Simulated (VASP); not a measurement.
Runs of VASP 6.6.1 on Y. The structure is that of space group Fm-3m (No. 225), or close to it. The cells are those of the table. This isn't the form of Y at room conditions, which is hcp.

```tsv
cell	gap on the mesh (eV)	pressure (GPa)
a = 3.643 Å, angles 60.0°, 1 atom	none	-0.9
a = 3.678 Å, angles 60.0°, 1 atom	none	(a)
a = 3.495 Å, angles 60.0°, 1 atom	none	4.2
a = 3.456 Å, angles 60.0°, 1 atom	none	6.0
a = 3.723 Å, angles 60.0°, 1 atom	none	-3.0
a = 3.533 Å, angles 60.0°, 1 atom	none	2.7
a = 3.570 Å, angles 60.0°, 1 atom	none	(b)
```

Alike in all rows: task single point; level r2SCAN; potentials or basis VASP PAW PBE potentials, release 64 (Y_sv); no spin polarisation; k mesh 14 × 14 × 14; cutoff (eV) 520; smearing gaussian 0.1 eV.

Problem. Estimate the missing entries.

Solution. (a) -1.9; (b) 1.3.

Caveats: the PAW data sets were made with another functional, which shifts forces and pressure a little; the cell stands under pressure (at least some runs).

A k mesh can miss the band edges, and the runs leave out spin-orbit coupling on Y.

A gap of «none» marks levels without a gap at the run's occupations.
